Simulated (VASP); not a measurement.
A run of VASP 6.6.1 is set up as follows.

Contents of INCAR:

```
SYSTEM = ScBr
ALGO = Normal ; EDIFF = 1E-6
ENCUT = 520 ; GGA = PE
ISIF = 2 ; ISMEAR = 0
LASPH = .TRUE. ; LCHARG = .FALSE.
LREAL = .FALSE. ; LWAVE = .FALSE.
NBANDS = 16 ; NELM = 60
PREC = Accurate ; SIGMA = 0.1
```

The input KPOINTS:

```
k-points
0
G
  16 16 16
  0 0 0
```

The input POSCAR:

```
ScBr
1.0
    3.4320535867      0.0000000000      0.0000000000
    0.0000000000      3.4320535867      0.0000000000
    0.0000000000      0.0000000000      3.4320535867
Sc Br
1 1
Direct
    0.5000000000      0.5000000000      0.5000000000
    0.0000000000      0.0000000000      0.0000000000
```

Potentials or basis: VASP PAW PBE potentials, release 64 (Sc_sv, Br).

The run is started by

```console
$ cat potpaw_PBE.64/Sc_sv/POTCAR potpaw_PBE.64/Br/POTCAR > POTCAR
$ mpirun -np 1 vasp_std > vasp.out
```

(1) Predict the band gap on the k mesh.

(2) Estimate the pressure.

Results:

(1) zero (bands 9 and 10 overlap by 3.03 eV).

(2) 0.1 GPa.
